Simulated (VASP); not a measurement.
# PbI2 (P-3m1) in VASP: further runs

The runs below take PbI2 through single point, relaxation of cell and atoms, with PBE+D3(BJ).

All numbers are computed with VASP 6.6.1; they aren't measurements. Logs are shortened: lines on timing, memory, paths and dates and some standing lists are left out, and cuts for length are marked.

## Step 1: The cell of the first run

It takes space group P-3m1 (No. 164, trigonal). The conventional cell has a = 4.556 Å, b = 4.556 Å, c = 6.985 Å, α = 90.00°, β = 90.00°, γ = 120.00°. Within 4.3 Å of Pb (site symmetry -3m) lie 6 I at 3.24 Å. I (site symmetry 3m) has 3 Pb at 3.24 Å and 3 I at 4.14 Å within 4.3 Å.

## Step 2: Single point, PBE+D3(BJ)

Input file INCAR:

```
  PREC = Accurate
  ENCUT = 500
  EDIFF = 1E-6
  ISMEAR = 0
  SIGMA = 0.02
  LREAL = False
  LASPH = True
  NELM = 120
  ALGO = Normal
  ISIF = 2
  LWAVE = False
  LCHARG = True
  GGA = PE
  IVDW = 12
  LELF = True
  LVHAR = True
  NBANDS = 21
  GGA_COMPAT = False
```

Input file KPOINTS:

```
Automatic mesh
0
Gamma
  6 6 4
```

Input file POSCAR:

```
PbI2
1.0
    4.5556754484      0.0000000000      0.0000000000
   -2.2778377242      3.9453306697      0.0000000000
    0.0000000000      0.0000000000      6.9845807510
Pb I
1 2
Direct
    0.0000000000      0.0000000000      0.0000000000
    0.3333333333      0.6666666667      0.2708292134
    0.6666666667      0.3333333333      0.7291707866
```

Potentials or basis: VASP PAW PBE potentials, release 64 (Pb_d, I).

The run is started by

```console
$ cat potpaw_PBE.64/Pb_d/POTCAR potpaw_PBE.64/I/POTCAR > POTCAR
$ mpirun -np 1 vasp_std > vasp.out
```

OUTCAR:

```text
PREC = Accurate
   ENCUT = 500
   EDIFF = 1E-6
   ISMEAR = 0
   LREAL = False
   LASPH = True
   NELM = 120
   ISIF = 2
   GGA = PE
   IVDW = 12
 IVDW          = 12

 ion  position               nearest neighbor table
   1  0.000  0.000  0.000-   2 3.24   3 3.24   2 3.24   3 3.24   3 3.24   2 3.24
   2  0.333  0.667  0.271-   1 3.24   1 3.24   1 3.24
   3  0.667  0.333  0.729-   1 3.24   1 3.24   1 3.24

  LATTYP: Found a hexagonal cell.
 ALAT       =     4.5556754484
 C/A-ratio  =     1.5331603030

  Lattice vectors:

 A1 = (   4.5556754484,   0.0000000000,   0.0000000000)
 A2 = (  -2.2778377242,   3.9453306697,   0.0000000000)
 A3 = (   0.0000000000,   0.0000000000,   6.9845807510)

Analysis of symmetry for initial positions (statically):
=====================================================================
 Subroutine PRICEL returns:
 Original cell was already a primitive cell.

 Routine SETGRP: Setting up the symmetry group for a
 hexagonal supercell.

 Subroutine GETGRP returns: Found 12 space group operations
 (whereof 12 operations were pure point group operations)
 out of a pool of 24 trial point group operations.

The static configuration has the point symmetry D_3d.

Analysis of symmetry for dynamics (positions and initial velocities):
=====================================================================
 Subroutine PRICEL returns:
 Original cell was already a primitive cell.

 Routine SETGRP: Setting up the symmetry group for a
 hexagonal supercell.

 Subroutine GETGRP returns: Found 12 space group operations
 (whereof 12 operations were pure point group operations)
 out of a pool of 24 trial point group operations.

The dynamic configuration has the point symmetry D_3d.

 Subroutine INISYM returns: Found 12 space group operations
 (whereof 12 operations are pure point group operations),
 and found     1 'primitive' translations

----------------------------------------------------------------------------------------

                                     Primitive cell

  volume of cell :     125.5384

  direct lattice vectors                    reciprocal lattice vectors
     4.555675448  0.000000000  0.000000000     0.219506418  0.126732090  0.000000000
    -2.277837724  3.945330670  0.000000000     0.000000000  0.253464179  0.000000000
     0.000000000  0.000000000  6.984580751     0.000000000  0.000000000  0.143172516

  length of vectors
     4.555675448  4.555675448  6.984580751     0.253464179  0.253464179  0.143172516

  position of ions in fractional coordinates (direct lattice)
     0.000000000  0.000000000  0.000000000
     0.333333333  0.666666667  0.270829213
     0.666666667  0.333333333  0.729170787

  ion indices of the primitive-cell ions
   primitive index   ion index
                 1           1
                 2           2
                 3           3

----------------------------------------------------------------------------------------

 KPOINTS: Automatic mesh

Automatic generation of k-mesh.
 Grid dimensions read from file:
 generate k-points for:    6    6    4

 Generating k-lattice:

  Cartesian coordinates                     Fractional coordinates (reciprocal lattice)
     0.036584403  0.021122015  0.000000000     0.166666667  0.000000000  0.000000000
     0.000000000  0.042244030  0.000000000     0.000000000  0.166666667  0.000000000
     0.000000000  0.000000000  0.035793129     0.000000000  0.000000000  0.250000000

  Length of vectors
     0.042244030  0.042244030  0.035793129

  Shift w.r.t. Gamma in fractional coordinates (k-lattice)
     0.000000000  0.000000000  0.000000000

 Subroutine IBZKPT returns following result:
 ===========================================

 Found     24 irreducible k-points:

 Following reciprocal coordinates:
            Coordinates               Weight
  0.000000  0.000000  0.000000      1.000000
  0.166667 -0.000000  0.000000      6.000000
  0.333333 -0.000000  0.000000      6.000000
  0.500000 -0.000000  0.000000      3.000000
  0.166667  0.166667  0.000000      6.000000
  0.333333  0.166667  0.000000     12.000000
[... 16 lines left out ...]
  0.333333  0.166667  0.500000     12.000000
  0.333333  0.333333  0.500000      2.000000
   k-points           NKPTS =     24   k-points in BZ     NKDIM =     24   number of bands    NBANDS=     21
   number of dos      NEDOS =    301   number of ions     NIONS =      3
   total plane-waves  NPLWV =  69984
   dimension x,y,z NGX =    36 NGY =   36 NGZ =   54
   dimension x,y,z NGXF=    72 NGYF=   72 NGZF=  108
   ions per type =               1   2
   NGX,Y,Z   is equivalent  to a cutoff of  13.14, 13.14, 12.85 a.u.
   NGXF,Y,Z  is equivalent  to a cutoff of  26.27, 26.27, 25.71 a.u.
 SYSTEM =  unknown system
   PREC   = accura    normal or accurate (medium, high low for compatibility)
   ISTART =      0    job   : 0-new  1-cont  2-samecut
   ICHARG =      2    charge: 1-file 2-atom 10-const
   ISPIN  =      1    spin polarized calculation?
   LNONCOLLINEAR =      F non collinear calculations
   LSORBIT =      F    spin-orbit coupling
   LASPH  =      T    aspherical Exc in radial PAW
   ENCUT  =  500.0 eV  36.75 Ry    6.06 a.u.   8.31  8.31 12.73*2*pi/ulx,y,z
   NELM   =    120;   NELMIN=  2; NELMDL= -5     # of ELM steps
   EDIFF  = 0.1E-05   stopping-criterion for ELM
   LREAL  =      F    real-space projection
   EDIFFG = 0.1E-04   stopping-criterion for IOM
   NSW    =      0    number of steps for IOM
   IBRION =     -1    ionic relax: 0-MD 1-quasi-New 2-CG
   NFREE  =      0    steps in history (QN), initial steepest desc. (CG)
   ISIF   =      2    stress and relaxation
   ISYM   =      2    0-nonsym 1-usesym 2-fastsym
   POTIM  = 0.5000    time-step for ionic-motion
   TEBEG  =    0.0;   TEEND  =   0.0 temperature during run
   PSTRESS=    0.0 pullay stress
   NELECT =      28.0000    total number of electrons
   NUPDOWN=      -1.0000    fix difference up-down
   EMIN   =  10.00;   EMAX   =-10.00  energy-range for DOS
   EFERMI =   0.00;   METHOD = LEGACY
   ISMEAR =     0;   SIGMA  =   0.02  broadening in eV -4-tet -1-fermi 0-gaus
   EFERMI_NEDOS =   21; number of points for ismear=-14 and -15
   IALGO  =     38    algorithm
   IMIX   =      4    mixing-type and parameters
     AMIX     =   0.40;   BMIX     =  1.00
     AMIX_MAG =   1.60;   BMIX_MAG =  1.00
  volume/ion in A,a.u.               =      41.85       282.39
  Fermi-wavevector in a.u.,A,eV,Ry     =   0.992816  1.876150 13.411033  0.985683
  Thomas-Fermi vector in A             =   2.124654
   LORBIT       =      0    0 simple, 1 ext, 2 COOP (PROOUT), +10 PAW based schemes
   GGA     = PE    functional components
   LHFCALC =     F    Hartree Fock is set to
   AEXX    =    0.0000 exact exchange contribution
   IVDW    =    12    specifies the selected vdW correction
   LEPSILON=     F    determine dielectric tensor
   LRPA    =     F    only Hartree local field effects (RPA)
 non-spin polarized calculation
 Gauss-broadening in eV      SIGMA  =   0.02
  energy-cutoff  :      500.00
  volume of cell :      125.54
 maximum number of plane-waves:      3202
 NGX is ok and might be reduce to    36
   NGX = 17   NGY = 17   NGZ = 25

 number of electron      28.0000000 magnetization

 Free energy of the ion-electron system (eV)
  ---------------------------------------------------
  ext. energy  EPLUGINS =         0.00000000
  ---------------------------------------------------
  free energy    TOTEN  =        -8.55920069 eV

  energy without entropy =       -8.55920069  energy(sigma->0) =       -8.55920069

 E-fermi :   2.8208     XC(G=0):  -8.1418

 val. band max:        2.7252685785   @ k =   0.0000   0.0000   0.5000
 cond. band min:       4.9119226067   @ k =   0.0000   0.0000   0.5000
 fundamental gap:      2.1866540282
 Fermi energy:         2.8208225092

 k-point     1 :       0.0000    0.0000    0.0000
  band No.  band energies     occupation
      1     -13.4789      2.00000
      2     -13.4789      2.00000
      3     -13.4647      2.00000
      4     -13.4585      2.00000
      5     -13.4585      2.00000
      6      -9.4975      2.00000
[... 13 lines left out ...]
     20      10.4409      0.00000
     21      10.6112      0.00000

 k-point     2 :       0.1667   -0.0000    0.0000
  band No.  band energies     occupation
      1     -13.4873      2.00000
      2     -13.4753      2.00000
      3     -13.4626      2.00000
      4     -13.4600      2.00000
      5     -13.4576      2.00000
      6      -9.3762      2.00000
[... 13 lines left out ...]
     20      10.1243      0.00000
     21      10.6795      0.00000

 k-point     3 :       0.3333   -0.0000    0.0000
  band No.  band energies     occupation
      1     -13.5062      2.00000
      2     -13.4714      2.00000
      3     -13.4659      2.00000
      4     -13.4535      2.00000
      5     -13.4522      2.00000
      6      -9.0792      2.00000
[... 13 lines left out ...]
     20      11.0241      0.00000
     21      11.4907      0.00000

 k-point     4 :       0.5000   -0.0000    0.0000
  band No.  band energies     occupation
      1     -13.5158      2.00000
      2     -13.4710      2.00000
      3     -13.4676      2.00000
      4     -13.4499      2.00000
      5     -13.4480      2.00000
      6      -8.8613      2.00000
[... 13 lines left out ...]
     20      11.7874      0.00000
     21      12.4465      0.00000

 k-point     5 :       0.1667    0.1667    0.0000
  band No.  band energies     occupation
      1     -13.4980      2.00000
      2     -13.4754      2.00000
      3     -13.4624      2.00000
      4     -13.4594      2.00000
      5     -13.4525      2.00000
      6      -9.1646      2.00000
[... 13 lines left out ...]
     20      10.7085      0.00000
     21      11.3826      0.00000
[... 382 lines left out ...]
     20      10.9194      0.00000
     21      11.6201      0.00000

 k-point    22 :       0.1667    0.1667    0.5000
  band No.  band energies     occupation
      1     -13.4982      2.00000
      2     -13.4755      2.00000
      3     -13.4625      2.00000
      4     -13.4594      2.00000
      5     -13.4525      2.00000
      6      -9.0112      2.00000
[... 13 lines left out ...]
     20      10.3677      0.00000
     21      10.5586      0.00000

 k-point    23 :       0.3333    0.1667    0.5000
  band No.  band energies     occupation
      1     -13.5080      2.00000
      2     -13.4782      2.00000
      3     -13.4638      2.00000
      4     -13.4537      2.00000
      5     -13.4492      2.00000
      6      -8.7910      2.00000
[... 13 lines left out ...]
     20      10.8231      0.00000
     21      10.9882      0.00000

 k-point    24 :       0.3333    0.3333    0.5000
  band No.  band energies     occupation
      1     -13.4949      2.00000
      2     -13.4949      2.00000
      3     -13.4566      2.00000
      4     -13.4566      2.00000
      5     -13.4517      2.00000
      6      -8.6941      2.00000
[... 13 lines left out ...]
     20      10.4222      0.00000
     21      10.8800      0.00000

------------------------ aborting loop because EDIFF is reached ----------------------------------------

 Edisp (eV)   -0.90994

 E8    (eV) :    -0.4247

  FORCE on cell =-STRESS in cart. coord.  units (eV):
  Direction    XX          YY          ZZ          XY          YZ          ZX
  --------------------------------------------------------------------------------------
  -------------------------------------------------------------------------------------
  Total      -0.00483    -0.00483    -0.02941     0.00000     0.00000     0.00000
  in kB      -0.06161    -0.06161    -0.37538     0.00000     0.00000     0.00000
  external pressure =       -0.17 kB  Pullay stress =        0.00 kB

 VOLUME and BASIS-vectors are now :
 -----------------------------------------------------------------------------
  energy-cutoff  :      500.00
  volume of cell :      125.54
      direct lattice vectors                 reciprocal lattice vectors
     4.555675448  0.000000000  0.000000000     0.219506418  0.126732090  0.000000000
    -2.277837724  3.945330670  0.000000000     0.000000000  0.253464179  0.000000000
     0.000000000  0.000000000  6.984580751     0.000000000  0.000000000  0.143172516

 POSITION                                       TOTAL-FORCE (eV/Angst)
 -----------------------------------------------------------------------------------
      0.00000      0.00000      0.00000        -0.000000      0.000000      0.000000
     -0.00000      2.63022      1.89163         0.000000      0.000000     -0.000405
      2.27784      1.31511      5.09295        -0.000000     -0.000000      0.000405
 -----------------------------------------------------------------------------------
    total drift:                               -0.000000     -0.000000      0.000000

  FREE ENERGIE OF THE ION-ELECTRON SYSTEM (eV)
  ---------------------------------------------------
  free  energy   TOTEN  =        -9.4691360845 eV

  energy  without entropy=       -9.4691360845  energy(sigma->0) =       -9.46913608
```

Run time: 50 s. Hardware: 1 thread of Intel Xeon Platinum 8259CL at 2.50GHz (Skylake/Cascade Lake), shared host; peak memory 0.28 GiB.

What came out:

- Free energy: -9.4691 eV
- Pressure: 0.0 GPa
- Band gap on the k mesh: 2.19 eV
- Dispersion energy per atom: -0.303 eV

Levels at points of the mesh, in eV from the valence-band top:
| k point | band 12 | band 13 | band 14 | band 15 | band 16 | band 17 |
| --- | --- | --- | --- | --- | --- | --- |
| (0.00, 0.00, 0.00) | -0.96 | -0.96 | -0.78 | 2.47 | 3.30 | 3.30 |
| (0.50, 0.00, 0.00) | -1.70 | -0.79 | -0.40 | 2.76 | 3.54 | 4.55 |
| (0.00, 0.00, 0.50) | -0.75 | -0.75 | 0.00 | 2.19 | 3.11 | 3.11 |
| (0.50, 0.00, 0.50) | -1.44 | -1.20 | -0.73 | 3.09 | 3.62 | 4.02 |

Caveat: spin-orbit coupling is left out, which moves the levels of the heavy elements.

## Step 3: Relaxation of cell and atoms, PBE+D3(BJ)

This run uses another cell than the first one, of 48.59 Å³/atom.

Input file INCAR:

```
SYSTEM = PbI2
PREC     = Accurate       ! precision mode
ENCUT    = 500            ! plane-wave cutoff, eV
EDIFF    = 1E-7           ! SCF threshold, eV
ISMEAR   = 0              ! smearing method
SIGMA    = 0.02           ! smearing width, eV
LREAL    = .FALSE.        ! projectors in reciprocal space
LASPH    = .TRUE.         ! aspherical terms in the spheres
NELM     = 120            ! most SCF steps
ALGO     = Normal         ! electronic algorithm
ISIF     = 3              ! what is computed and relaxed
LWAVE    = .FALSE.        ! write WAVECAR
LCHARG   = .FALSE.        ! write CHGCAR
GGA      = PE             ! functional
IVDW     = 12             ! dispersion correction
IBRION   = 2              ! ionic algorithm
NSW      = 70             ! ionic steps
EDIFFG   = -0.005         ! ionic threshold
GGA_COMPAT= .FALSE.      
NELMIN   = 4
```

Input file KPOINTS:

```
Automatic mesh
0
G
  6 6 4
  0 0 0
```

Input file POSCAR:

```
PbI2
1.0
    4.6785475783      0.0000000000      0.0000000000
   -2.3392737891      4.0517410556      0.0000000000
    0.0000000000      0.0000000000      7.6903754175
Pb I
1 2
Direct
    0.0000000000      0.0000000000      0.0000000000
    0.3333333333      0.6666666667      0.2412822981
    0.6666666667      0.3333333333      0.7587177019
```

Potentials or basis: VASP PAW PBE potentials, release 64 (Pb_d, I).

The run is started by

```console
$ cat potpaw_PBE.64/Pb_d/POTCAR potpaw_PBE.64/I/POTCAR > POTCAR
$ mpirun -np 1 vasp_std > vasp.out
```

Run time: 10 min. Hardware: 1 thread of Intel Xeon Platinum 8259CL at 2.50GHz (Skylake/Cascade Lake), shared host; peak memory 0.31 GiB.

The run converged. Its results:

```yaml
Free_energy: -9.4716 eV
Relaxed_volume: 41.76 Å³/atom
Relaxed_cell: a = 4.557 Å, b = 4.557 Å, c = 6.965 Å, α = 90.00°, β = 90.00°, γ = 120.00°
Space_group_after_relaxing_to_0.1_Å: P-3m1 (No. 164)
Energy_gained_by_relaxing: 26.2 meV/atom
Ionic_steps: 18
Pressure_after_relaxing: 0.0 GPa
Band_gap_on_the_k_mesh: 2.18 eV
Dispersion_energy_per_atom: -0.304 eV
```

Step by step:
| step | energy change (eV) | largest force (eV/Å) | pressure (GPa) | volume (Å³) |
| --- | --- | --- | --- | --- |
| 1 | 0.0000 | 0.0089 | -0.95 | 145.78 |
| 2 | -0.0193 | 0.2016 | -0.05 | 139.80 |
| 3 | -0.0193 | 0.2121 | 0.00 | 139.53 |
| 4 | -0.0236 | 0.2023 | 0.00 | 138.80 |
| 5 | -0.0350 | 0.1709 | -0.01 | 136.63 |
| 6 | -0.0509 | 0.1018 | 0.01 | 132.35 |
| 7 | -0.0469 | 0.0737 | 0.15 | 124.06 |
| 8 | -0.0556 | 0.0417 | 0.06 | 128.98 |
| 9 | -0.0637 | 0.0096 | -0.06 | 128.30 |
| 10 | -0.0753 | 0.0972 | -0.33 | 126.12 |
| 11 | -0.0707 | 0.0597 | 0.70 | 121.12 |
| 12 | -0.0776 | 0.0384 | 0.03 | 124.28 |
| 13 | -0.0781 | 0.0293 | 0.00 | 124.65 |
| 14 | -0.0784 | 0.0144 | -0.04 | 125.27 |
| 15 | -0.0784 | 0.0159 | 0.10 | 124.85 |
| 16 | -0.0785 | 0.0038 | 0.01 | 125.12 |
| 17 | -0.0785 | 0.0023 | 0.01 | 125.19 |
| 18 | -0.0785 | 0.0007 | 0.01 | 125.27 |

Final structure:
```
Pb I
1.0
     4.55736    0.00000    0.00000
    -2.27868    3.94679    0.00000
     0.00000    0.00000    6.96455
Pb I
1 2
Cartesian
  0.0000 0.0000 0.0000
  0.0000 2.6312 1.8893
  2.2787 1.3156 5.0753
```

Levels at points of the mesh, in eV from the valence-band top:
```
           k point  band 12  band 13  band 14  band 15  band 16  band 17
(0.00, 0.00, 0.00)    -0.97    -0.97    -0.77     2.47     3.30     3.30
(0.50, 0.00, 0.00)    -1.71    -0.79    -0.40     2.76     3.54     4.56
(0.00, 0.00, 0.50)    -0.76    -0.76     0.00     2.18     3.10     3.10
(0.50, 0.00, 0.50)    -1.45    -1.22    -0.72     3.09     3.61     4.02
```

Caveat: spin-orbit coupling is left out, which moves the levels of the heavy elements. A k mesh can miss the band edges.
